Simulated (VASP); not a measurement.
Write the native input for VASP 6.6.1 that does the following.

```yaml
Task: single point
Functional: LDA
Potentials_or_basis: VASP PAW LDA potentials, release 64 (Pd)
Cutoff: 520 eV
k_mesh: 5 × 5 × 5
Occupations: fermi-dirac, width 0.05 eV
Spin: collinear spin, ferromagnetic start
Starting_moments: "[0.5, 0.5, 0.5, 0.5, 0.5, 0.5, 0.5, 0.5] μB"
Dipole_correction: no
Further_INCAR_settings: ALGO = Normal; EDIFF = 1e-06; NBANDS = 54
```

The structure of Pd lies in POSCAR:

```
Pd
1.0
    4.8811898461      0.0000000000      0.0000000000
    0.0000000000      4.8811898461      0.0000000000
    0.0000000000      0.0000000000      4.8811898461
Pd
8
Direct
    0.0000000000      0.0000000000      1.0000000000
    0.5000000000      0.5000000000      0.5000000000
    0.2500000000      1.0000000000      0.5000000000
    0.7500000000      0.0000000000      0.5000000000
    0.5000000000      0.2500000000      0.0000000000
    0.5000000000      0.7500000000      0.0000000000
    1.0000000000      0.5000000000      0.2500000000
    0.0000000000      0.5000000000      0.7500000000
```

One way to write it, as run:

INCAR

```
SYSTEM = Pd
ALGO = Normal ; EDIFF = 1E-6
ENCUT = 520 ; GGA = CA
ISIF = 2 ; ISMEAR = -1
ISPIN = 2 ; LASPH = .True.
LCHARG = .False. ; LMAXMIX = 4
LORBIT = 11 ; LREAL = .False.
LWAVE = .False. ; MAGMOM = 0.5 0.5 0.5 0.5 0.5 0.5 0.5 0.5
NBANDS = 54 ; NELM = 150
PREC = Accurate ; SIGMA = 0.05
```

KPOINTS

```
k-points
0
Gamma
  5 5 5
  0 0 0
```

Potentials or basis: VASP PAW LDA potentials, release 64 (Pd).

Run with:

```console
$ cat potpaw_LDA.64/Pd/POTCAR > POTCAR
$ mpirun -np 1 vasp_std > vasp.out
```

Results of the run:

- Pressure: 0.1 GPa
- Band gap on the k mesh: zero (filled and empty bands overlap)
- Net moment: 0.00 μB per cell
- Valence electrons inside the program's atomic spheres: Pd 9.50, 9.51

Run time: 90 s on 1 thread of AMD EPYC 7R13 Processor (Zen 3), on a shared host, peak memory 0.19 GiB.
